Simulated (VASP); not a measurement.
**SnO2: single point with PBE+D3(BJ)**

SnO2:

```
CELL_PARAMETERS angstrom
3.23734 1.86908 4.29084
-3.23734 1.86908 4.29084
0.00000 -3.73816 4.29084
ATOMIC_POSITIONS crystal
Sn 0.85997 0.86718 0.86718
Sn 0.36000 0.36719 0.86719
Sn 0.36000 0.86719 0.36719
Sn 0.85998 0.36719 0.36719
O 0.16358 0.59994 0.59994
O 0.66359 0.10000 0.59997
O 0.66359 0.59997 0.10000
O 0.60158 0.61182 0.61182
O 0.16359 0.09999 0.09999
O 0.10160 0.11178 0.61177
O 0.10160 0.61177 0.11178
O 0.60165 0.11179 0.11179
```

This cell differs from its parent crystal: atoms displaced along several vibrational modes.

```
Program                : VASP 6.6.1
Task                   : single point
Functional             : PBE
Dispersion             : D3(BJ)
Potentials or basis    : VASP PAW PBE potentials, release 64 (Sn_d, O)
Cutoff                 : 520 eV
k mesh                 : 6 × 6 × 6
Occupations            : gaussian, width 0.05 eV
Spin                   : no spin polarisation
Dipole correction      : no
Further INCAR settings : ALGO = Normal; EDIFF = 1e-06; NBANDS = 64
```

```
Pressure                   : 4.1 GPa
Largest force              : 2.099 eV/Å
Band gap on the k mesh     : 1.42 eV
Dispersion energy per atom : -0.201 eV
```

Forces on the atoms (eV/Å):
```
Sn   0.898  0.519  0.639
Sn   0.896  0.518  0.637
Sn   0.896  0.517  0.637
Sn   0.897  0.518  0.640
O   -1.650 -0.953 -0.871
O   -1.652 -0.955 -0.875
O   -1.653 -0.953 -0.875
O    0.756  0.436  0.235
O   -1.650 -0.952 -0.873
O    0.754  0.434  0.236
O    0.753  0.436  0.236
O    0.753  0.435  0.232
```

Stress tensor (GPa, compression positive):
```
 3.30 -1.03  9.01
-1.03  4.49  5.20
 9.01  5.20  4.45
```

Levels at points of the mesh, in eV from the valence-band top:
| k point | band 48 | band 49 | band 50 | band 51 | band 52 | band 53 | band 54 | band 55 | band 56 | band 57 |
| --- | --- | --- | --- | --- | --- | --- | --- | --- | --- | --- |
| (0.00, 0.00, 0.00) | -0.71 | -0.12 | -0.05 | -0.05 | -0.02 | 1.42 | 4.27 | 5.02 | 5.02 | 5.43 |
| (0.50, 0.00, 0.00) | -0.67 | -0.40 | -0.40 | -0.09 | -0.09 | 3.69 | 3.69 | 5.63 | 5.63 | 6.55 |
| (0.00, 0.50, 0.00) | -0.71 | -0.35 | -0.35 | -0.05 | -0.05 | 4.07 | 4.07 | 5.39 | 5.39 | 6.59 |
| (0.50, 0.50, 0.00) | -0.98 | -0.61 | -0.61 | -0.21 | -0.21 | 4.44 | 4.44 | 5.36 | 5.36 | 7.29 |
| (0.00, 0.50, 0.50) | -1.01 | -0.50 | -0.50 | -0.07 | -0.07 | 4.12 | 4.12 | 5.70 | 5.71 | 7.16 |
| (0.50, 0.50, 0.50) | -1.12 | -1.06 | -1.02 | -0.66 | -0.66 | 3.30 | 4.61 | 5.49 | 5.49 | 5.65 |

It took 15 min on 1 thread of Oxide Virtual Turin-like Processor, on a shared host, peak memory 0.54 GiB.

Caveat: the cell differs from its parent crystal (atoms displaced along several vibrational modes); the cell stands under pressure; spin-orbit coupling is left out, which moves the levels of the heavy elements; forces of over 1 eV/Å act on the atoms, so gaps and moduli don't describe the material at rest. A k mesh can miss the band edges.
